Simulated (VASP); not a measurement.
Wanted: the native input for a VASP 6.6.1 run.

| Quantity | Value |
| --- | --- |
| Task | single point |
| Functional | PBE |
| Potentials or basis | VASP PAW PBE potentials, release 64 (Bi_d) |
| Cutoff | 520 eV |
| k mesh | 6 × 6 × 6 |
| Occupations | fermi-dirac, width 0.05 eV |
| Spin | no spin polarisation |
| Dipole correction | no |
| Further INCAR settings | ALGO = Fast; EDIFF = 1e-06; NBANDS = 22 |

The structure of Bi lies in POSCAR:

```
Bi
1.0
    2.2675000000      1.3091417354      4.0955200000
   -2.2675000000      1.3091417354      4.0955200000
    0.0000000000     -2.6182834708      4.0955200000
Bi
2
Direct
    0.7660000000      0.7660000000      0.7660000000
    0.2340000000      0.2340000000      0.2340000000
```

The input as run:

INCAR

```
  ALGO = Fast
  EDIFF = 1E-6
  ENCUT = 520
  GGA = PE
  ISIF = 2
  ISMEAR = -1
  LASPH = T
  LCHARG = F
  LREAL = F
  LWAVE = F
  NBANDS = 22
  NELM = 60
  PREC = Accurate
  SIGMA = 0.05
```

KPOINTS

```
k-points
0
Gamma
  6 6 6
```

Potentials or basis: VASP PAW PBE potentials, release 64 (Bi_d).

The run is started by

```sh
$ cat potpaw_PBE.64/Bi_d/POTCAR > POTCAR
$ mpirun -np 1 vasp_std > vasp.out
```

It gave:

```yaml
Pressure: 0.4 GPa
Largest_force: 0.098 eV/Å
Band_gap_on_the_k_mesh: zero (band 15 reaches 5.85 eV, above the bottom of band 16 at 5.76 eV)
```

Caveat: spin-orbit coupling is left out, which moves the levels of the heavy elements.

Wall time 91 s on 1 thread of Intel Xeon 8259CL, with other jobs on the host, peak memory 0.22 GiB.
